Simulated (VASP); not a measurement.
# Ir3O (P-6m2) in VASP: single point with PBE

Aim: the single point of Ir3O with PBE.

Everything below comes from runs of VASP 6.6.1. Logs are shortened: lines on timing, memory, paths and dates and some standing lists are left out, and cuts for length are marked.

### 1 The cell of the first run

Symmetry: P-6m2, No. 187, hexagonal system. Conventional cell: a = 2.752 Å, b = 2.752 Å, c = 7.869 Å, α = 90.00°, β = 90.00°, γ = 120.00°. Within 3.6 Å of Ir (site symmetry -6m2) lie 12 Ir at 2.70 to 2.75 Å. Ir (site symmetry 3m) has 3 O at 2.36 Å and 9 Ir at 2.70 to 2.75 Å within 3.1 Å. O (site symmetry -6m2) has 6 Ir at 2.36 Å and 6 O at 2.75 Å within 3.1 Å.

### 2 Single point, PBE

POSCAR reads:

```
Ir3O
1.0
    2.7520594116      0.0000000000      0.0000000000
   -1.3760297058      2.3833533632      0.0000000000
    0.0000000000      0.0000000000      7.8689426700
Ir O
3 1
Direct
    0.3333333333      0.6666666667      0.5000000000
    0.0000000000      0.0000000000      0.7774548801
    0.0000000000      0.0000000000      0.2225451199
    0.3333333333      0.6666666667      0.0000000000
```

INCAR.step1 reads:

```
PREC = Accurate
ENCUT = 520
EDIFF = 1E-6
ISMEAR = 0
SIGMA = 0.1
LREAL = F
LASPH = T
NELM = 100
ALGO = Normal
ISIF = 2
LWAVE = F
LCHARG = T
LMAXMIX = 4
GGA = PE
NBANDS = 24
```

KPOINTS.step1 reads:

```
regular mesh
0
Gamma
  18 18 6
```

INCAR.step2 reads:

```
PREC = Accurate
ENCUT = 520
EDIFF = 1E-6
ISMEAR = -5
SIGMA = 0.1
LREAL = F
LASPH = T
NELM = 100
ALGO = Normal
ISIF = 2
LWAVE = F
LCHARG = F
LMAXMIX = 4
GGA = PE
LORBIT = 11
NBANDS = 24
NEDOS = 1001
ICHARG = 11
```

KPOINTS.step2 reads:

```
regular mesh
0
Gamma
  27 27 9
```

Potentials or basis: VASP PAW PBE potentials, release 64 (Ir, O).

Launch:

```
cat potpaw_PBE.64/Ir/POTCAR potpaw_PBE.64/O/POTCAR > POTCAR
cp INCAR.step1 INCAR
cp KPOINTS.step1 KPOINTS
mpirun -np 1 vasp_std > vasp.out
cp INCAR.step2 INCAR
cp KPOINTS.step2 KPOINTS
mpirun -np 1 vasp_std > vasp.out
```

OUTCAR:

```text
PREC = Accurate
   ENCUT = 520
   EDIFF = 1E-6
   ISMEAR = -5
   LREAL = F
   LASPH = T
   NELM = 100
   ISIF = 2
   GGA = PE
   LORBIT = 11
   ICHARG = 11

 ion  position               nearest neighbor table
   1  0.333  0.667  0.500-   2 2.70   3 2.70   2 2.70   3 2.70   2 2.70   3 2.70
   2  0.000  0.000  0.777-   4 2.36   4 2.36   4 2.36   1 2.70   1 2.70   1 2.70
   3  0.000  0.000  0.223-   4 2.36   4 2.36   4 2.36   1 2.70   1 2.70   1 2.70
   4  0.333  0.667  0.000-   2 2.36   3 2.36   2 2.36   3 2.36   2 2.36   3 2.36

  LATTYP: Found a hexagonal cell.
 ALAT       =     2.7520594116
 C/A-ratio  =     2.8592924400

  Lattice vectors:

 A1 = (   2.7520594116,   0.0000000000,   0.0000000000)
 A2 = (  -1.3760297058,   2.3833533632,   0.0000000000)
 A3 = (   0.0000000000,   0.0000000000,   7.8689426700)

Analysis of symmetry for initial positions (statically):
=====================================================================
 Subroutine PRICEL returns:
 Original cell was already a primitive cell.

 Routine SETGRP: Setting up the symmetry group for a
 hexagonal supercell.

 Subroutine GETGRP returns: Found 12 space group operations
 (whereof 12 operations were pure point group operations)
 out of a pool of 24 trial point group operations.

The static configuration has the point symmetry D_3h.

Analysis of symmetry for dynamics (positions and initial velocities):
=====================================================================
 Subroutine PRICEL returns:
 Original cell was already a primitive cell.

 Routine SETGRP: Setting up the symmetry group for a
 hexagonal supercell.

 Subroutine GETGRP returns: Found 12 space group operations
 (whereof 12 operations were pure point group operations)
 out of a pool of 24 trial point group operations.

The dynamic configuration has the point symmetry D_3h.

 Subroutine INISYM returns: Found 12 space group operations
 (whereof 12 operations are pure point group operations),
 and found     1 'primitive' translations

----------------------------------------------------------------------------------------

                                     Primitive cell

  volume of cell :      51.6134

  direct lattice vectors                    reciprocal lattice vectors
     2.752059412  0.000000000  0.000000000     0.363364249  0.209788447  0.000000000
[... 99 lines left out ...]
   ISYM   =      2    0-nonsym 1-usesym 2-fastsym
   POTIM  = 0.5000    time-step for ionic-motion
   TEBEG  =    0.0;   TEEND  =   0.0 temperature during run
   PSTRESS=    0.0 pullay stress
   NELECT =      33.0000    total number of electrons
   NUPDOWN=      -1.0000    fix difference up-down
   EMIN   =  10.00;   EMAX   =-10.00  energy-range for DOS
   EFERMI =   0.00;   METHOD = LEGACY
   ISMEAR =    -5;   SIGMA  =   0.10  broadening in eV -4-tet -1-fermi 0-gaus
   EFERMI_NEDOS =   21; number of points for ismear=-14 and -15
   IALGO  =     38    algorithm
   IMIX   =      4    mixing-type and parameters
     AMIX     =   0.40;   BMIX     =  1.00
     AMIX_MAG =   1.60;   BMIX_MAG =  1.00
  volume/ion in A,a.u.               =      12.90        87.08
  Fermi-wavevector in a.u.,A,eV,Ry     =   1.410345  2.665165 27.062970  1.989072
  Thomas-Fermi vector in A             =   2.532308
   LORBIT       =     11    0 simple, 1 ext, 2 COOP (PROOUT), +10 PAW based schemes
   GGA     = PE    functional components
   LHFCALC =     F    Hartree Fock is set to
   AEXX    =    0.0000 exact exchange contribution
   IVDW    =     0    specifies the selected vdW correction
   LEPSILON=     F    determine dielectric tensor
   LRPA    =     F    only Hartree local field effects (RPA)
 non-spin polarized calculation
 Fermi weights with tetrahedron method with Bloechl corrections
  energy-cutoff  :      520.00
  volume of cell :       51.61
 maximum number of plane-waves:      1409

 number of electron      32.9999998 magnetization

 Free energy of the ion-electron system (eV)
  ---------------------------------------------------
  ext. energy  EPLUGINS =         0.00000000
  ---------------------------------------------------
  free energy    TOTEN  =       -30.18644738 eV

  energy without entropy =      -30.18644738  energy(sigma->0) =      -30.18644738

 E-fermi :   9.0957     XC(G=0): -13.4853

 val. band max:        9.1462931635   @ k =   0.4444  -0.0000   0.0000
 cond. band min:       9.0835524497   @ k =   0.3704  -0.0000   0.0000
 fundamental gap:     -0.0627407138
 Fermi energy:         9.0957438230

 k-point     1 :       0.0000    0.0000    0.0000
  band No.  band energies     occupation
      1     -10.6251      2.00000
      2      -0.8665      2.00000
      3      -0.2755      2.00000
      4       1.4098      2.00000
      5       4.7215      2.00000
      6       4.9234      2.00000
[... 637 lines left out ...]
     23      17.1107      0.00000
     24      18.0241      0.00000

 [... further k-points ...]

------------------------ aborting loop because EDIFF is reached ----------------------------------------

  FORCE on cell =-STRESS in cart. coord.  units (eV):
  Direction    XX          YY          ZZ          XY          YZ          ZX
  --------------------------------------------------------------------------------------
  -------------------------------------------------------------------------------------
  Total        0.1462347      0.1462347      0.0892752      0.0000000     -0.0000000      0.0000000
  in kB        4.5393988      4.5393988      2.7712699      0.0000000     -0.0000000      0.0000000
  external PRESSURE =       3.9500225 kB  Pullay stress =       0.0000000 kB

 VOLUME and BASIS-vectors are now :
 -----------------------------------------------------------------------------
  energy-cutoff  :      520.00
  volume of cell :       51.61
      direct lattice vectors                 reciprocal lattice vectors
     2.752059412  0.000000000  0.000000000     0.363364249  0.209788447  0.000000000
    -1.376029706  2.383353363  0.000000000     0.000000000  0.419576893  0.000000000
     0.000000000  0.000000000  7.868942670     0.000000000  0.000000000  0.127081876

 POSITION                                       TOTAL-FORCE (eV/Angst)
 -----------------------------------------------------------------------------------
     -0.00000      1.58890      3.93447         0.000000     -0.000000      0.000000
      0.00000      0.00000      6.11775        -0.000000     -0.000000      0.039797
      0.00000      0.00000      1.75119        -0.000000     -0.000000     -0.039797
     -0.00000      1.58890      0.00000        -0.000000      0.000000      0.000000
 -----------------------------------------------------------------------------------
    total drift:                                0.001036     -0.000598     -0.000000

  FREE ENERGIE OF THE ION-ELECTRON SYSTEM (eV)
  ---------------------------------------------------
  free  energy   TOTEN  =       -30.1864473778 eV

  energy  without entropy=      -30.1864473778  energy(sigma->0) =      -30.18644738

 total charge

# of ion       s       p       d       tot
------------------------------------------
    1        0.658   0.725   6.935   8.317
    2        0.602   0.602   6.931   8.136
    3        0.602   0.602   6.931   8.136
    4        1.622   3.211   0.000   4.833
--------------------------------------------------
tot          3.484   5.140  20.797  29.421
```

It took 5.3 min on 1 thread of Intel Xeon Platinum 8259CL at 2.50GHz (Skylake/Cascade Lake), shared host; peak memory 0.48 GiB.

Results:

```
Valence electrons inside the program's atomic spheres : Ir 8.32, 8.14 (each value once); O 4.83
```

Caveat: spin-orbit coupling is left out, which moves the levels of the heavy elements; an odd number of electrons without spin polarisation forces a metal; a magnetic or distorted state may lie lower; tetrahedron occupations give inexact forces and stress in metals.
